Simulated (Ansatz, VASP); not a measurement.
Two plane-wave programs on Na

```
Na
1.0
    -3.28951    3.28951    1.77840
     3.28951   -3.28951    1.77840
     3.28951    3.28951   -1.77840
Na
2
Cartesian
  0.0000 -1.6448 -0.4446
  0.0000 1.6448 0.4446
```

Alike in both runs: functional PBE; k mesh 12 × 12 × 12; occupations fermi-dirac, width 0.08 eV; no spin polarisation.

Ansatz relaxed the structure, and its values are those at the end. VASP's run is a single point on that final structure, the one shown.

```csv
,VASP,Ansatz
version,VASP 6.6.1,Ansatz 0.2.0
potentials or method,"VASP PAW PBE potentials, release 64 (Na_pv)","PAW with Ansatz's default frozen-core files, scalar-relativistic"
plane-wave cutoff (eV),520,420
valence electrons in the cell,14,18
```

```csv
,VASP,Ansatz,Ansatz less VASP
pressure (GPa),0.0,0.0,0.00
```

VASP's potentials hold 14 valence electrons a cell and Ansatz's 18, so a difference there can come from the potentials and not from the codes.
